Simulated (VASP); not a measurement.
Runs of VASP 6.6.1 on Ti2C. The structure is that of space group R-3m (No. 166), or close to it. The cells are those of the table. 

```csv
cell,gap on the mesh (eV),pressure (GPa),largest force (eV/Å)
"a = 5.057 Å, angles 35.5°, 3 atoms",none,(a),0.11
"a = 4.982 Å, angles 36.0°, 3 atoms",none,(c),0.38
"a = 4.907 Å, angles 36.6°, 3 atoms",none,(b),0.67
"a = 5.207 Å, angles 34.4°, 3 atoms",none,-6.8,0.39
"a = 5.132 Å, angles 34.9°, 3 atoms",none,-4.1,0.15
"a = 5.283 Å, angles 33.9°, 3 atoms",none,-9.3,0.62
```

Alike in all rows: task single point; level PBEsol; potentials or basis VASP PAW PBE potentials, release 64 (Ti_sv, C); no spin polarisation; k mesh 13 × 13 × 13; cutoff (eV) 520; smearing fermi-dirac 0.15 eV.

Question: Estimate the missing entries.

Answer: (a) -1.1; (b) 5.7; (c) 2.1.

Caveats: the PAW data sets were made with another functional, which shifts forces and pressure a little.

A gap of «none» marks levels without a gap at the run's occupations.
